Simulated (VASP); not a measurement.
Runs of VASP 6.6.1 on BaS. The structure is that of space group Fm-3m (No. 225), or close to it. The cells are those of the table. 

| cell | gap on the mesh (eV) | pressure (GPa) |
| --- | --- | --- |
| a = 4.532 Å, angles 60.0°, 2 atoms | 2.12 | -0.2 |
| a = 4.620 Å, angles 60.0°, 2 atoms | (b) | -2.4 |
| a = 4.486 Å, angles 60.0°, 2 atoms | 2.07 | 1.2 |
| a = 4.440 Å, angles 60.0°, 2 atoms | 2.01 | 2.8 |
| a = 4.576 Å, angles 60.0°, 2 atoms | 2.17 | (a) |

Alike in all rows: task single point; level PBE+D4; potentials or basis VASP PAW PBE potentials, release 64 (Ba_sv, S); no spin polarisation; k mesh 6 × 6 × 6; cutoff (eV) 500; smearing gaussian 0.01 eV.

Fill in the values left out.

(a) -1.4; (b) 2.21.

Caveats: spin-orbit coupling is left out, which moves the levels of the heavy elements.

A k mesh can miss the band edges, and the runs leave out spin-orbit coupling on Ba.
